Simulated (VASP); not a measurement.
# Ir (Pm-3m) in VASP: further runs

The runs below take Ir through relaxation of cell and atoms, single point, with PBE.

All numbers are computed with VASP 6.6.1; they aren't measurements. Logs are shortened: lines on timing, memory, paths and dates and some standing lists are left out, and cuts for length are marked.

**1. The cell of the first run**

Symmetry: Pm-3m, No. 221, cubic system. The conventional cell has a = 2.570 Å, b = 2.570 Å, c = 2.570 Å, α = 90.00°, β = 90.00°, γ = 90.00°. Ir (site symmetry m-3m) has 6 Ir at 2.57 Å within 3.4 Å.

**2. Relaxation of cell and atoms, PBE**

The input, INCAR:

```
SYSTEM = Ir
PREC = Accurate
ENCUT = 600
EDIFF = 1E-6
ISMEAR = 0
SIGMA = 0.1
LREAL = .False.
LASPH = .True.
NELM = 60
ALGO = Normal
ISIF = 3
LWAVE = .False.
LCHARG = .False.
GGA = PE
IBRION = 2
NSW = 90
EDIFFG = -0.04
```

The input, KPOINTS:

```
regular mesh
0
Gamma
  6 6 6
  0 0 0
```

The input, POSCAR:

```
Ir
1.0
    2.5704447259      0.0000000000      0.0000000000
    0.0000000000      2.5704447259      0.0000000000
    0.0000000000      0.0000000000      2.5704447259
Ir
1
Direct
    0.0000000000      0.0000000000      0.0000000000
```

Potentials or basis: VASP PAW PBE potentials, release 64 (Ir).

Command:

```bash
$ cat potpaw_PBE.64/Ir/POTCAR > POTCAR
$ mpirun -np 1 vasp_std > vasp.out
```

OUTCAR:

```text
SYSTEM = Ir
   PREC = Accurate
   ENCUT = 600
   EDIFF = 1E-6
   ISMEAR = 0
   LREAL = .False.
   LASPH = .True.
   NELM = 60
   ISIF = 3
   GGA = PE
   IBRION = 2
   NSW = 90
   EDIFFG = -0.04

 ion  position               nearest neighbor table
   1  0.000  0.000  0.000-

  LATTYP: Found a simple cubic cell.
 ALAT       =     2.5704447259

  Lattice vectors:

 A1 = (   2.5704447259,   0.0000000000,   0.0000000000)
 A2 = (   0.0000000000,   2.5704447259,   0.0000000000)
 A3 = (   0.0000000000,   0.0000000000,   2.5704447259)

Analysis of symmetry for initial positions (statically):
=====================================================================
 Subroutine PRICEL returns:
 Original cell was already a primitive cell.

 Routine SETGRP: Setting up the symmetry group for a
 simple cubic supercell.

 Subroutine GETGRP returns: Found 48 space group operations
 (whereof 48 operations were pure point group operations)
 out of a pool of 48 trial point group operations.

The static configuration has the point symmetry O_h .

Analysis of symmetry for dynamics (positions and initial velocities):
=====================================================================
 Subroutine PRICEL returns:
 Original cell was already a primitive cell.

 Routine SETGRP: Setting up the symmetry group for a
 simple cubic supercell.

 Subroutine GETGRP returns: Found 48 space group operations
 (whereof 48 operations were pure point group operations)
 out of a pool of 48 trial point group operations.

The dynamic configuration has the point symmetry O_h .

 Subroutine INISYM returns: Found 48 space group operations
 (whereof 48 operations are pure point group operations),
 and found     1 'primitive' translations

----------------------------------------------------------------------------------------

                                     Primitive cell

  volume of cell :      16.9834

  direct lattice vectors                    reciprocal lattice vectors
     2.570444726  0.000000000  0.000000000     0.389037737  0.000000000  0.000000000
     0.000000000  2.570444726  0.000000000     0.000000000  0.389037737  0.000000000
     0.000000000  0.000000000  2.570444726     0.000000000  0.000000000  0.389037737

  length of vectors
     2.570444726  2.570444726  2.570444726     0.389037737  0.389037737  0.389037737

  position of ions in fractional coordinates (direct lattice)
     0.000000000  0.000000000  0.000000000

  ion indices of the primitive-cell ions
   primitive index   ion index
                 1           1

----------------------------------------------------------------------------------------

 KPOINTS: regular mesh

Automatic generation of k-mesh.
 Grid dimensions read from file:
 generate k-points for:    6    6    6

 Generating k-lattice:

  Cartesian coordinates                     Fractional coordinates (reciprocal lattice)
     0.064839623  0.000000000  0.000000000     0.166666667  0.000000000  0.000000000
     0.000000000  0.064839623  0.000000000     0.000000000  0.166666667  0.000000000
     0.000000000  0.000000000  0.064839623     0.000000000  0.000000000  0.166666667

  Length of vectors
     0.064839623  0.064839623  0.064839623

  Shift w.r.t. Gamma in fractional coordinates (k-lattice)
     0.000000000  0.000000000  0.000000000

 Subroutine IBZKPT returns following result:
 ===========================================

 Found     20 irreducible k-points:

 Following reciprocal coordinates:
            Coordinates               Weight
  0.000000  0.000000  0.000000      1.000000
  0.166667  0.000000  0.000000      6.000000
  0.333333  0.000000  0.000000      6.000000
  0.500000  0.000000  0.000000      3.000000
  0.166667  0.166667  0.000000     12.000000
  0.333333  0.166667  0.000000     24.000000
[... 12 lines left out ...]
  0.500000  0.500000  0.333333      6.000000
  0.500000  0.500000  0.500000      1.000000
   k-points           NKPTS =     20   k-points in BZ     NKDIM =     20   number of bands    NBANDS=      8
   number of dos      NEDOS =    301   number of ions     NIONS =      1
   total plane-waves  NPLWV =  13824
   dimension x,y,z NGX =    24 NGY =   24 NGZ =   24
   dimension x,y,z NGXF=    48 NGYF=   48 NGZF=   48
   ions per type =               1
   NGX,Y,Z   is equivalent  to a cutoff of  15.52, 15.52, 15.52 a.u.
   NGXF,Y,Z  is equivalent  to a cutoff of  31.04, 31.04, 31.04 a.u.
 SYSTEM =  Ir
   PREC   = accura    normal or accurate (medium, high low for compatibility)
   ISTART =      0    job   : 0-new  1-cont  2-samecut
   ICHARG =      2    charge: 1-file 2-atom 10-const
   ISPIN  =      1    spin polarized calculation?
   LNONCOLLINEAR =      F non collinear calculations
   LSORBIT =      F    spin-orbit coupling
   LASPH  =      T    aspherical Exc in radial PAW
   ENCUT  =  600.0 eV  44.10 Ry    6.64 a.u.   5.13  5.13  5.13*2*pi/ulx,y,z
   NELM   =     60;   NELMIN=  2; NELMDL= -5     # of ELM steps
   EDIFF  = 0.1E-05   stopping-criterion for ELM
   LREAL  =      F    real-space projection
   EDIFFG = -.4E-01   stopping-criterion for IOM
   NSW    =     90    number of steps for IOM
   IBRION =      2    ionic relax: 0-MD 1-quasi-New 2-CG
   NFREE  =      1    steps in history (QN), initial steepest desc. (CG)
   ISIF   =      3    stress and relaxation
   ISYM   =      2    0-nonsym 1-usesym 2-fastsym
   POTIM  = 0.5000    time-step for ionic-motion
   TEBEG  =    0.0;   TEEND  =   0.0 temperature during run
   PSTRESS=    0.0 pullay stress
   NELECT =       9.0000    total number of electrons
   NUPDOWN=      -1.0000    fix difference up-down
   EMIN   =  10.00;   EMAX   =-10.00  energy-range for DOS
   EFERMI =   0.00;   METHOD = LEGACY
   ISMEAR =     0;   SIGMA  =   0.10  broadening in eV -4-tet -1-fermi 0-gaus
   EFERMI_NEDOS =   21; number of points for ismear=-14 and -15
   IALGO  =     38    algorithm
   IMIX   =      4    mixing-type and parameters
     AMIX     =   0.40;   BMIX     =  1.00
     AMIX_MAG =   1.60;   BMIX_MAG =  1.00
  volume/ion in A,a.u.               =      16.98       114.61
  Fermi-wavevector in a.u.,A,eV,Ry     =   1.324791  2.503492 23.879196  1.755071
  Thomas-Fermi vector in A             =   2.454300
   LORBIT       =      0    0 simple, 1 ext, 2 COOP (PROOUT), +10 PAW based schemes
   GGA     = PE    functional components
   LHFCALC =     F    Hartree Fock is set to
   AEXX    =    0.0000 exact exchange contribution
   IVDW    =     0    specifies the selected vdW correction
   LEPSILON=     F    determine dielectric tensor
   LRPA    =     F    only Hartree local field effects (RPA)
 conjugate gradient relaxation of ions
 non-spin polarized calculation
 Gauss-broadening in eV      SIGMA  =   0.10
  energy-cutoff  :      600.00
  volume of cell :       16.98
 maximum number of plane-waves:       587
 NGX is ok and might be reduce to    24
   NGX = 11   NGY = 11   NGZ = 11

--------------------------------------- Ionic step        1  -------------------------------------------

 number of electron       8.9999999 magnetization

 Free energy of the ion-electron system (eV)
  ---------------------------------------------------
  ext. energy  EPLUGINS =         0.00000000
  ---------------------------------------------------
  free energy    TOTEN  =        -7.61907180 eV

  energy without entropy =       -7.60893058  energy(sigma->0) =       -7.61400119

------------------------ aborting loop because EDIFF is reached ----------------------------------------

  FORCE on cell =-STRESS in cart. coord.  units (eV):
  Direction    XX          YY          ZZ          XY          YZ          ZX
  --------------------------------------------------------------------------------------
  -------------------------------------------------------------------------------------
  Total        0.2820332      0.2820332      0.2820332     -0.0000000     -0.0000000      0.0000000
  in kB       26.6063942     26.6063942     26.6063942     -0.0000000     -0.0000000      0.0000000
  external PRESSURE =      26.6063942 kB  Pullay stress =       0.0000000 kB

 VOLUME and BASIS-vectors are now :
 -----------------------------------------------------------------------------
  energy-cutoff  :      600.00
  volume of cell :       16.98
      direct lattice vectors                 reciprocal lattice vectors
     2.570444726  0.000000000  0.000000000     0.389037737  0.000000000  0.000000000
     0.000000000  2.570444726  0.000000000     0.000000000  0.389037737  0.000000000
     0.000000000  0.000000000  2.570444726     0.000000000  0.000000000  0.389037737
[... 36 lines left out ...]
 POSITION                                       TOTAL-FORCE (eV/Angst)
 -----------------------------------------------------------------------------------
      0.00000      0.00000      0.00000         0.000000     -0.000000      0.000000
 -----------------------------------------------------------------------------------
    total drift:                                0.000000     -0.000000      0.000000

  FREE ENERGIE OF THE ION-ELECTRON SYSTEM (eV)
  ---------------------------------------------------
  free  energy   TOTEN  =        -7.6094869262 eV

  energy  without entropy=       -7.5989935504  energy(sigma->0) =       -7.60424024

--------------------------------------- Ionic step        3  -------------------------------------------

 number of electron       8.9999999 magnetization

 Free energy of the ion-electron system (eV)
  ---------------------------------------------------
  ext. energy  EPLUGINS =         0.00000000
  ---------------------------------------------------
  free energy    TOTEN  =        -7.62056736 eV

  energy without entropy =       -7.61032994  energy(sigma->0) =       -7.61544865

 E-fermi :   7.2079     XC(G=0): -12.6902

 val. band max:        7.1256690452   @ k =   0.3333   0.3333   0.3333
 cond. band min:       7.2231309018   @ k =   0.5000   0.3333   0.3333
 fundamental gap:      0.0974618567
 Fermi energy:         7.2079411604

 k-point     1 :       0.0000    0.0000    0.0000
  band No.  band energies     occupation
      1      -1.7181      2.00000
      2       1.4550      2.00000
      3       1.4550      2.00000
      4       8.5512      0.00000
      5       8.5512      0.00000
      6       8.5512      0.00000
      7      22.7883      0.00000
      8      22.7883      0.00000

 k-point     2 :       0.1667    0.0000    0.0000
  band No.  band energies     occupation
      1      -0.9479      2.00000
      2       1.6210      2.00000
      3       2.2868      2.00000
      4       7.7502      0.00000
      5       7.7502      0.00000
      6       8.6168      0.00000
      7      19.1004      0.00000
      8      24.2371      0.00000
[... 218 lines left out ...]
 POSITION                                       TOTAL-FORCE (eV/Angst)
 -----------------------------------------------------------------------------------
      0.00000      0.00000      0.00000         0.000000     -0.000000      0.000000
 -----------------------------------------------------------------------------------
    total drift:                                0.000000     -0.000000      0.000000

  FREE ENERGIE OF THE ION-ELECTRON SYSTEM (eV)
  ---------------------------------------------------
  free  energy   TOTEN  =        -7.6205673605 eV

  energy  without entropy=       -7.6103299382  energy(sigma->0) =       -7.61544865

 reached required accuracy - stopping structural energy minimisation
```

Run time: 6.4 s. Hardware: 1 thread of Intel Xeon 6975P-C (Granite Rapids), shared host; peak memory 0.14 GiB.

Results:

| Quantity | Value |
| --- | --- |
| Free energy | -7.6206 eV |
| Relaxed volume | 17.17 Å³/atom |
| Relaxed cell | a = 2.580 Å, b = 2.580 Å, c = 2.580 Å, α = 90.00°, β = 90.00°, γ = 90.00° |
| Space group after relaxing (to 0.05 Å) | Pm-3m (No. 221) |
| Energy gained by relaxing | 1.5 meV/atom |
| Ionic steps | 3 |
| Pressure after relaxing | 0.0 GPa |

The path:
| step | energy change (eV) | largest force (eV/Å) | pressure (GPa) | volume (Å³) |
| --- | --- | --- | --- | --- |
| 1 | 0.0000 | 0.0000 | 2.66 | 16.98 |
| 2 | 0.0096 | 0.0000 | -6.62 | 17.69 |
| 3 | -0.0015 | 0.0000 | -0.02 | 17.17 |

Final structure:
```
CELL_PARAMETERS angstrom
2.57976 0.00000 0.00000
0.00000 2.57976 0.00000
0.00000 0.00000 2.57976
ATOMIC_POSITIONS crystal
Ir 0.00000 0.00000 0.00000
```

Caveat: the k points lie up to 0.41 Å⁻¹ apart in the final cell; spin-orbit coupling is left out, which moves the levels of the heavy elements.

**3. Single point, PBE**

The input, INCAR:

```
PREC = Accurate
ENCUT = 520
EDIFF = 1E-6
ISMEAR = 0
SIGMA = 0.1
LREAL = False
LASPH = True
NELM = 60
ALGO = Fast
ISIF = 2
LWAVE = False
LCHARG = False
GGA = PE
NBANDS = 10
```

The input, KPOINTS:

```
regular mesh
0
Gamma
  22 22 22
```

The input, POSCAR:

```
Ir
1.0
    2.5706137654      0.0000000000      0.0000000000
    0.0000000000      2.5706137654      0.0000000000
    0.0000000000      0.0000000000      2.5706137654
Ir
1
Direct
    0.0000000000      0.0000000000      0.0000000000
```

Potentials or basis: VASP PAW PBE potentials, release 64 (Ir).

Command:

```bash
$ cat potpaw_PBE.64/Ir/POTCAR > POTCAR
$ mpirun -np 1 vasp_std > vasp.out
```

It took 27 s on 1 thread of Intel Xeon 6975P-C (Granite Rapids), shared host; peak memory 0.18 GiB.

It converged, with:

```yaml
Free_energy: -7.8609 eV
Pressure: 0.1 GPa
```

Levels at points of the mesh, in eV from the Fermi level:
```
           k point  band 1  band 2  band 3  band 4  band 5  band 6  band 7  band 8  band 9
(0.00, 0.00, 0.00)   -9.08   -5.92   -5.92    1.29    1.29    1.29   15.59   15.59   15.59
(0.50, 0.00, 0.00)   -6.13   -5.20   -1.44   -1.44   -0.88    1.56    5.86   16.36   20.12
(0.50, 0.50, 0.00)   -6.34   -4.67   -0.92   -0.92    3.32    4.52    4.52   11.28   14.12
(0.50, 0.50, 0.50)   -5.11   -5.11   -5.11    3.51    3.51    9.32   10.74   10.74   10.74
```

Caveat: spin-orbit coupling is left out, which moves the levels of the heavy elements.

**4. Relaxation of cell and atoms, PBE**

This run uses another cell than the first one, of 17.16 Å³/atom, 1.010 times its volume.

The input, INCAR:

```
PREC = Accurate ; ENCUT = 600
EDIFF = 1E-6 ; ISMEAR = 0
SIGMA = 0.1 ; LREAL = False
LASPH = True ; NELM = 80
ALGO = Normal ; ISIF = 3
LWAVE = False ; LCHARG = False
GGA = PE ; IBRION = 2
NSW = 100 ; EDIFFG = -0.01
```

The input, KPOINTS:

```
Automatic mesh
0
Gamma
  22 22 22
```

The input, POSCAR:

```
Ir
1.0
    2.5791141435      0.0000000000      0.0000000000
    0.0000000000      2.5791141435      0.0000000000
    0.0000000000      0.0000000000      2.5791141435
Ir
1
Direct
    0.0000000000      0.0000000000      0.0000000000
```

Command:

```bash
$ cat potpaw_PBE.64/Ir/POTCAR > POTCAR
$ mpirun -np 1 vasp_std > vasp.out
```

Wall time 38 s (1 thread of Intel Xeon 6975P-C (Granite Rapids), shared host); peak memory 0.19 GiB.

Results (log left out):

```yaml
Free_energy: -7.8611 eV
Relaxed_volume: 17.00 Å³/atom
Relaxed_cell: a = 2.571 Å, b = 2.571 Å, c = 2.571 Å, α = 90.00°, β = 90.00°, γ = 90.00°
Space_group_after_relaxing_to_0.05_Å: Pm-3m (No. 221)
Energy_gained_by_relaxing: 1.0 meV/atom
Ionic_steps: 3
Pressure_after_relaxing: 0.0 GPa
```

The path:
```
step  energy change (eV)  largest force (eV/Å)  pressure (GPa)  volume (Å³)
   1              0.0000                0.0000           -2.20        17.16
   2              0.0076                0.0000            6.67        16.58
   3             -0.0010                0.0000            0.00        17.00
```

Final structure:
```cif
data_structure
_symmetry_space_group_name_H-M 'P 1'
_symmetry_Int_Tables_number 1
_cell_length_a 2.5714
_cell_length_b 2.5714
_cell_length_c 2.5714
_cell_angle_alpha 90.000
_cell_angle_beta 90.000
_cell_angle_gamma 90.000
_cell_volume 17.00
loop_
_atom_site_label
_atom_site_type_symbol
_atom_site_fract_x
_atom_site_fract_y
_atom_site_fract_z
_atom_site_occupancy
Ir1 Ir 0.00000 0.00000 0.00000 1
```

Levels at points of the mesh, in eV from the Fermi level:
```tsv
k point	band 1	band 2	band 3	band 4	band 5	band 6	band 7	band 8
(0.00, 0.00, 0.00)	-9.07	-5.91	-5.91	1.28	1.28	1.28	15.58	15.58
(0.50, 0.00, 0.00)	-6.13	-5.20	-1.44	-1.44	-0.87	1.56	5.86	16.36
(0.50, 0.50, 0.00)	-6.33	-4.66	-0.92	-0.92	3.32	4.52	4.52	11.26
(0.50, 0.50, 0.50)	-5.10	-5.10	-5.10	3.51	3.51	9.33	10.73	10.73
```

Caveat: spin-orbit coupling is left out, which moves the levels of the heavy elements.

**5. The runs side by side**

| task | cell | k mesh | cutoff (eV) | gap on the mesh (eV) | pressure (GPa) | relaxed volume (Å³/atom) |
| --- | --- | --- | --- | --- | --- | --- |
| relaxation of cell and atoms | relaxed from a = 2.570 Å, 1 atom | 6 × 6 × 6 | 600 | none | 0.0 | 17.17 |
| single point | a = 2.571 Å, 1 atom | 22 × 22 × 22 | 520 | none | 0.1 | - |
| relaxation of cell and atoms | relaxed from a = 2.579 Å, 1 atom | 22 × 22 × 22 | 600 | none | 0.0 | 17.00 |

Alike in all rows: level PBE; potentials or basis VASP PAW PBE potentials, release 64 (Ir); no spin polarisation; smearing gaussian 0.1 eV.

Caveats: some runs use coarse meshes; spin-orbit coupling is left out, which moves the levels of the heavy elements.

Total energies depend on the potentials used, so only differences within one code and one set of settings carry meaning.
